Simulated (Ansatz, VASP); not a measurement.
Given: the input of a run of VASP 6.6.1 on Sn3Te.

The input INCAR:

```
SYSTEM = Sn3Te
PREC = Accurate ; ENCUT = 520
EDIFF = 1E-7 ; ISMEAR = -1
SIGMA = 0.05 ; LREAL = .False.
LASPH = .True. ; NELM = 60
ALGO = Fast ; ISIF = 2
LWAVE = .False. ; LCHARG = .False.
GGA = PS ; NBANDS = 32
```

KPOINTS

```
Automatic mesh
0
Gamma
  6 6 6
  0 0 0
```

The input POSCAR:

```
Sn3Te
1.0
    4.8329658348      0.0000000000      0.0000000000
    0.0000000000      4.8329658348      0.0000000000
    0.0000000000      0.0000000000      4.8329658348
Te Sn
1 3
Direct
    0.0000000000      0.0000000000      0.0000000000
    0.0000000000      0.5000000000      0.5000000000
    0.5000000000      0.0000000000      0.5000000000
    0.5000000000      0.5000000000      0.0000000000
```

Potentials or basis: VASP PAW PBE potentials, release 64 (Te, Sn_d).

Launch:

```bash
$ cat potpaw_PBE.64/Te/POTCAR potpaw_PBE.64/Sn_d/POTCAR > POTCAR
$ mpirun -np 1 vasp_std > vasp.out
```

**Question.** Translate it to Ansatz 0.2.0. Potentials there: all-electron LAPW, scalar-relativistic.

**Answer.** As run (the cutoff follows the program's own potentials):

The input input.yaml:

```yaml
crystal:
  lattice:
    - [4.8329658348, 0.0, 0.0]
    - [0.0, 4.8329658348, 0.0]
    - [0.0, 0.0, 4.8329658348]
  atoms:
    - { symbol: Te, position: [0.0, 0.0, 0.0] }
    - { symbol: Sn, position: [0.0, 0.5, 0.5] }
    - { symbol: Sn, position: [0.5, 0.0, 0.5] }
    - { symbol: Sn, position: [0.5, 0.5, 0.0] }
kpoints:
  mp_grid: { grid: [6, 6, 6] }
scf:
  occupations: { method: fermi_dirac, width: 0.05 }
hamiltonian:
  xc: pbesol
  pseudopotentials: { kind: all_electron, lapw: { basis_error: 0.001 } }
output:
  forces: true
  stress: true
  eigenvalues: true
```

Potentials or basis: all-electron LAPW, scalar-relativistic.

The run is started by

```bash
$ ansatz run input.yaml --threads 2 --pin off --max-ram 8192MiB --backend cpu --events-out ev --progress --plain --runs-dir out
```

Both were run:

|  | VASP | Ansatz | Ansatz less VASP |
| --- | --- | --- | --- |
| gap on the k mesh at the Fermi level (eV) | none | none | - |
| pressure (GPa) | -1.5 | -1.5 | +0.01 |

VASP's potentials were made for PBE, not for PBEsol. A gap of «none» marks a metal or a gap that the smearing closes. Ansatz ran all-electron here, and VASP with PAW potentials.

Neither program's run includes spin-orbit coupling.
